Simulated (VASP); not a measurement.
Write the native input for VASP 6.6.1 that does the following.

```
Task                   : single point
Functional             : LDA
Potentials or basis    : VASP PAW LDA potentials, release 64 (La, Zn)
Cutoff                 : 520 eV
k mesh                 : 9 × 9 × 8
Occupations            : gaussian, width 0.1 eV
Spin                   : no spin polarisation
Dipole correction      : no
Further INCAR settings : ALGO = Fast; EDIFF = 1e-06; NBANDS = 44
```

The structure of LaZn5 lies in POSCAR:

```
LaZn5
1.0
    5.2902083187      0.0000000000      0.0000000000
   -2.6451041593      4.5814547953      0.0000000000
    0.0000000000      0.0000000000      4.1418523588
La Zn
1 5
Direct
    0.0000000000      0.0000000000      0.0000000000
    0.3333333333      0.6666666667      0.0000000000
    0.6666666667      0.3333333333      0.0000000000
    0.5000000000      0.0000000000      0.5000000000
    0.5000000000      0.5000000000      0.5000000000
    0.0000000000      0.5000000000      0.5000000000
```

The input as run:

INCAR

```
  PREC = Accurate
  ENCUT = 520
  EDIFF = 1E-6
  ISMEAR = 0
  SIGMA = 0.1
  LREAL = False
  LASPH = True
  NELM = 100
  ALGO = Fast
  ISIF = 2
  LWAVE = False
  LCHARG = True
  GGA = CA
  LELF = True
  LVHAR = True
  NBANDS = 44
```

KPOINTS

```
Automatic mesh
0
Gamma
  9 9 8
```

Potentials or basis: VASP PAW LDA potentials, release 64 (La, Zn).

Command:

```sh
$ cat potpaw_LDA.64/La/POTCAR potpaw_LDA.64/Zn/POTCAR > POTCAR
$ mpirun -np 1 vasp_std > vasp.out
```

It gave:

| Quantity | Value |
| --- | --- |
| Pressure | 0.6 GPa |
| Band gap on the k mesh | zero (an odd number of electrons rules out a gap without spin polarisation) |

Caveat: spin-orbit coupling is left out, which moves the levels of the heavy elements.

Wall time 11 min on 1 thread of Intel(R) Xeon(R) Platinum 8259CL CPU @ 2.50GHz (Skylake/Cascade Lake), on a shared host, peak memory 0.36 GiB.
